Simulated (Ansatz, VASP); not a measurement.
One calculation of WS2, two programs

The input INCAR:

```
SYSTEM = WS2
PREC = Accurate
ENCUT = 520
EDIFF = 1E-7
ISMEAR = 0
SIGMA = 0.05
LREAL = .False.
LASPH = .True.
NELM = 60
ALGO = Normal
ISIF = 2
LWAVE = .False.
LCHARG = .False.
GGA = PE
IVDW = 12
NBANDS = 20
```

Contents of KPOINTS:

```
Automatic mesh
0
Gamma
  12 12 12
  0 0 0
```

File POSCAR:

```
WS2
1.0
    1.5944000000      0.9205272692      6.6193666667
   -1.5944000000      0.9205272692      6.6193666667
    0.0000000000     -1.8410545384      6.6193666667
W S
1 2
Direct
    0.9993440419      0.9993440419      0.9993440419
    0.7527816504      0.7527816504      0.7527816504
    0.5791743077      0.5791743077      0.5791743077
```

Input for Ansatz:

```yaml
crystal:
  lattice:
    - [1.5944, 0.9205272692, 6.6193666667]
    - [-1.5944, 0.9205272692, 6.6193666667]
    - [0.0, -1.8410545384, 6.6193666667]
  atoms:
    - { symbol: W, position: [0.9993440419, 0.9993440419, 0.9993440419] }
    - { symbol: S, position: [0.7527816504, 0.7527816504, 0.7527816504] }
    - { symbol: S, position: [0.5791743077, 0.5791743077, 0.5791743077] }
basis:
  ecutwfc: 420
kpoints:
  mp_grid: { grid: [12, 12, 12] }
hamiltonian:
  xc: pbe
  pseudopotentials: { kind: paw, azcp: { folder: soft_1 } }
  dispersion: d3bj
scf:
  occupations: { method: gaussian, width: 0.05 }
output:
  forces: true
  stress: true
  eigenvalues: true
```

Alike in both runs: task single point; functional PBE; dispersion D3(BJ); k mesh 12 × 12 × 12; occupations gaussian, width 0.05 eV; no spin polarisation.

```csv
,VASP,Ansatz
version,VASP 6.6.1,Ansatz 0.2.0
potentials or method,"VASP PAW PBE potentials, release 64 (W_sv, S), cutoff 520 eV","scalar-relativistic, plane waves, PAW"
valence electrons in the cell,26,26
```

```csv
,VASP,Ansatz,Ansatz less VASP
gap on the k mesh at the Fermi level (eV),1.14,1.14,-0.001
least direct gap on the mesh (eV),1.95,1.95,-0.002
pressure (GPa),-15.3,-15.3,+0.05
"traceless stress, the component that is largest in VASP (GPa)",-10.12,-10.12,-0.002
rms of the force components (eV/Å),1.175,1.175,+0.0004
```

Atom by atom the forces differ by 0.000 eV/Å (rms over components).

Neither program's run includes spin-orbit coupling.
